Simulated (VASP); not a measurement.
Crystal: SrSbPt.

```
Sr Sb Pt
1.0
     4.41516    0.00000    0.00000
    -2.20758    3.82364    0.00000
     0.00000    0.00000    4.54526
Sr Sb Pt
1 1 1
Direct
  0.00000 0.00000 0.00000
  0.66667 0.33333 0.50000
  0.33333 0.66667 0.50000
```

* Program: VASP 6.6.1
* Task: relaxation of cell and atoms
* Functional: LDA
* Potentials or basis: VASP PAW LDA potentials, release 64 (Sr_sv, Sb, Pt)
* Cutoff: 600 eV
* k mesh: 9 × 9 × 7
* Occupations: fermi-dirac, width 0.05 eV
* Spin: no spin polarisation

At the start: pressure 1.4 GPa; volume 25.58 Å³/atom.

Task: How do energy, volume and symmetry change on relaxing?

Result: Over 10 steps the energy falls by 9.8 meV/atom and the volume is 25.40 Å³/atom (-0.7 %); space group P-6m2 (No. 187, to 0.05 Å).

Step by step:
| step | energy change (eV) | largest force (eV/Å) | pressure (GPa) | volume (Å³) |
| --- | --- | --- | --- | --- |
| 1 | 0.0000 | 0.0000 | 1.38 | 76.73 |
| 2 | -0.0083 | 0.0000 | -2.38 | 79.17 |
| 3 | -0.0173 | 0.0000 | -0.89 | 78.13 |
| 4 | -0.0265 | 0.0000 | -0.41 | 77.14 |
| 5 | -0.0293 | 0.0000 | 0.05 | 76.27 |
| 6 | -0.0293 | 0.0000 | 0.10 | 76.18 |
| 7 | -0.0293 | 0.0000 | 0.12 | 76.14 |
| 8 | -0.0293 | 0.0000 | -0.12 | 76.29 |
| 9 | -0.0294 | 0.0000 | 0.02 | 76.20 |
| 10 | -0.0294 | 0.0000 | 0.02 | 76.20 |

Final structure:
```cif
data_structure
_symmetry_space_group_name_H-M 'P 1'
_symmetry_Int_Tables_number 1
_cell_length_a 4.4806
_cell_length_b 4.4806
_cell_length_c 4.3827
_cell_angle_alpha 90.000
_cell_angle_beta 90.000
_cell_angle_gamma 120.000
_cell_volume 76.20
loop_
_atom_site_label
_atom_site_type_symbol
_atom_site_fract_x
_atom_site_fract_y
_atom_site_fract_z
_atom_site_occupancy
Sr1 Sr 0.00000 0.00000 0.00000 1
Sb1 Sb 0.66667 0.33333 0.50000 1
Pt1 Pt 0.33333 0.66667 0.50000 1
```
